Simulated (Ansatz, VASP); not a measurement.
# One calculation of InSe, two programs

```
In Se
1.0
     4.01952    0.00000    0.00000
     0.00000    4.01952    0.00000
     0.00000    0.00000    4.01952
In Se
1 1
Direct
  0.00000 0.00000 0.00000
  0.50000 0.50000 0.50000
```

Alike in both runs: task relaxation of cell and atoms; functional r2SCAN; k mesh 4 × 4 × 4; occupations gaussian, width 0.1 eV; no spin polarisation.

|  | VASP | Ansatz |
| --- | --- | --- |
| version | VASP 6.6.1 | Ansatz 0.2.0 |
| potentials or method | VASP PAW PBE potentials, release 64 (In_d, Se), cutoff 600 eV | scalar-relativistic, plane waves, PAW |
| valence electrons in the cell | 19 | 29 |

VASP gave:

```
gap on the k mesh at the Fermi level, each at its own relaxed structure (eV) : none
relaxed volume (Å³/atom)                                                     : 23.98
relaxed length of the cell vector where the two differ most in proportion (Å)              : 3.633
```

**Question.** What did Ansatz give for the same quantities?

**Answer.** gap on the k mesh at the Fermi level, each at its own relaxed structure (eV): none; relaxed volume (Å³/atom): 23.93; relaxed length of the cell vector where the two differ most in proportion (Å): 3.631.

VASP's potentials were made for PBE, not for r2SCAN. A gap of «none» marks a metal or a gap that the smearing closes. VASP's potentials hold 19 valence electrons a cell and Ansatz's 29, so a difference there can come from the potentials and not from the codes.

The k mesh is coarse, so the values compare programs but aren't converged. Noted on VASP's run: the volume moved by over 15 % at a fixed basis, so the end points are rough.
